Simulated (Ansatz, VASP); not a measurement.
SnO: VASP beside Ansatz

```xyz
4
Lattice="3.3062 0.0000 0.0000 0.0000 5.8704 0.0000 0.0000 0.0000 4.1959" Properties=species:S:1:pos:R:3 pbc="T T T"
Sn    0.0000    1.3021    2.1364
Sn    1.6531    4.5683    0.0384
O     0.0000    5.2965    3.1085
O     1.6531    0.5739    1.0106
```

Alike in both runs: functional r2SCAN; k mesh 6 × 4 × 6; occupations gaussian, width 0.1 eV; no spin polarisation.

Ansatz relaxed the structure, and its values are those at the end. VASP's run is a single point on that final structure, the one shown.

|  | VASP | Ansatz |
| --- | --- | --- |
| version | VASP 6.6.1 | Ansatz 0.2.0 |
| potentials or method | VASP PAW PBE potentials, release 64 (Sn_d, O), cutoff 520 eV | scalar-relativistic, plane waves, PAW |
| valence electrons in the cell | 40 | 40 |

Ansatz gave:

- gap on the k mesh at the Fermi level (eV): 2.18
- least direct gap on the mesh (eV): 2.85
- pressure (GPa): 0.0
- rms of the force components (eV/Å): 0.024

Question: Estimate VASP's values.

Answer: gap on the k mesh at the Fermi level (eV): 2.16; least direct gap on the mesh (eV): 2.83; pressure (GPa): 0.4; rms of the force components (eV/Å): 0.047.

VASP's potentials were made for PBE, not for r2SCAN.
